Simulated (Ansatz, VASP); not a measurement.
## MgS: VASP beside Ansatz

```
Mg S
1.0
     0.00000    2.57739    2.57739
     2.57739    0.00000    2.57739
     2.57739    2.57739    0.00000
Mg S
1 1
Direct
  0.00000 0.00000 0.00000
  0.50000 0.50000 0.50000
```

Alike in both runs: functional PBE; dispersion D3(BJ); k mesh 8 × 8 × 8; occupations gaussian, width 0.02 eV; no spin polarisation.

Ansatz relaxed the structure, and its values are those at the end. VASP's run is a single point on that final structure, the one shown.

|  | VASP | Ansatz |
| --- | --- | --- |
| version | VASP 6.6.1 | Ansatz 0.2.0 |
| potentials or method | VASP PAW PBE potentials, release 64 (Mg, S), cutoff 520 eV | scalar-relativistic, plane waves, PAW |
| valence electrons in the cell | 8 | 16 |

```csv
,VASP,Ansatz,Ansatz less VASP
gap on the k mesh at the Fermi level (eV),2.84,2.85,+0.013
least direct gap on the mesh (eV),3.94,3.95,+0.011
pressure (GPa),-0.3,0.0,+0.31
```

VASP's potentials hold 8 valence electrons a cell and Ansatz's 16, so a difference there can come from the potentials and not from the codes.
